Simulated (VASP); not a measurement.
Write the native input for VASP 6.6.1 that does the following.

* Task: single point
* Functional: PBE
* Potentials or basis: VASP PAW PBE potentials, release 64 (Zn, S)
* Cutoff: 520 eV
* k mesh: 12 × 12 × 12
* Occupations: gaussian, width 0.1 eV
* Spin: no spin polarisation
* Dipole correction: no
* Further INCAR settings: ALGO = Normal; EDIFF = 1e-06; NBANDS = 29

The structure of Zn3S lies in POSCAR:

```
Zn3S
1.0
    4.0467594858      0.0000000000      0.0000000000
    0.0000000000      4.0467594858      0.0000000000
    0.0000000000      0.0000000000      4.0467594858
Zn S
3 1
Direct
    0.0000000000      0.5000000000      0.5000000000
    0.5000000000      0.0000000000      0.5000000000
    0.5000000000      0.5000000000      0.0000000000
    0.0000000000      0.0000000000      0.0000000000
```

One way to write it, as run:

INCAR

```
  PREC = Accurate
  ENCUT = 520
  EDIFF = 1E-6
  ISMEAR = 0
  SIGMA = 0.1
  LREAL = F
  LASPH = T
  NELM = 80
  ALGO = Normal
  ISIF = 2
  LWAVE = F
  LCHARG = F
  GGA = PE
  NBANDS = 29
```

KPOINTS

```
Automatic mesh
0
Gamma
  12 12 12
```

Potentials or basis: VASP PAW PBE potentials, release 64 (Zn, S).

Command:

```sh
$ cat potpaw_PBE.64/Zn/POTCAR potpaw_PBE.64/S/POTCAR > POTCAR
$ mpirun -np 1 vasp_std > vasp.out
```

It gave:

| Item | Value |
| --- | --- |
| Pressure | 0.1 GPa |
| Band gap on the k mesh | zero (bands 21 and 22 overlap by 3.15 eV) |

Wall time 2.7 min on 1 thread of AMD EPYC 7R13 (shared host), peak memory 0.23 GiB.
